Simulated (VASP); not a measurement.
# AlN: single point with LDA

The system is AlN.

```
Al N
1.0
     3.11300    0.00000    0.00000
    -1.55650    2.69594    0.00000
     0.00000    0.00000    4.98100
Al N
2 2
Cartesian
  0.0000 1.7973 0.0000
  1.5565 0.8986 2.4905
  0.0000 1.7973 1.8928
  1.5565 0.8986 4.3833
```

```
Program                : VASP 6.6.1
Task                   : single point
Functional             : LDA
Potentials or basis    : VASP PAW LDA potentials, release 64 (Al, N)
Cutoff                 : 520 eV
k mesh                 : 12 × 12 × 4
Occupations            : gaussian, width 0.01 eV
Spin                   : no spin polarisation
Dipole correction      : no
Further INCAR settings : ALGO = Normal; EDIFF = 1e-06; NBANDS = 16
```

The pressure is -4.1 GPa, the largest force is 0.119 eV/Å and the band gap on the k mesh is 4.25 eV.

Forces in eV/Å, atoms in the order of the input:
```
Al   0.000  0.000 -0.119
Al   0.000  0.000 -0.119
N    0.000  0.000  0.119
N    0.000  0.000  0.119
```

Stress tensor (GPa, compression positive):
```
-4.69  0.00  0.00
 0.00 -4.69  0.00
 0.00  0.00 -2.98
```

Levels at points of the mesh, in eV from the valence-band top:
| k point | band 4 | band 5 | band 6 | band 7 | band 8 | band 9 | band 10 | band 11 | band 12 | band 13 |
| --- | --- | --- | --- | --- | --- | --- | --- | --- | --- | --- |
| (0.00, 0.00, 0.00) | -0.84 | -0.84 | -0.18 | -0.18 | 0.00 | 4.25 | 6.55 | 10.48 | 10.96 | 10.96 |
| (0.50, 0.00, 0.00) | -4.16 | -3.36 | -2.08 | -1.80 | -0.66 | 5.67 | 5.69 | 8.10 | 10.16 | 10.73 |
| (0.00, 0.00, 0.50) | -3.32 | -0.52 | -0.52 | -0.52 | -0.52 | 6.42 | 6.42 | 10.16 | 10.16 | 11.28 |
| (0.50, 0.00, 0.50) | -5.63 | -1.45 | -1.45 | -1.36 | -1.36 | 5.21 | 5.21 | 9.11 | 9.11 | 11.68 |

It took 30 s on 1 thread of Intel Xeon 8259CL, on a shared host, peak memory 0.15 GiB.

Caveat: the cell stands under tension. A k mesh can miss the band edges.
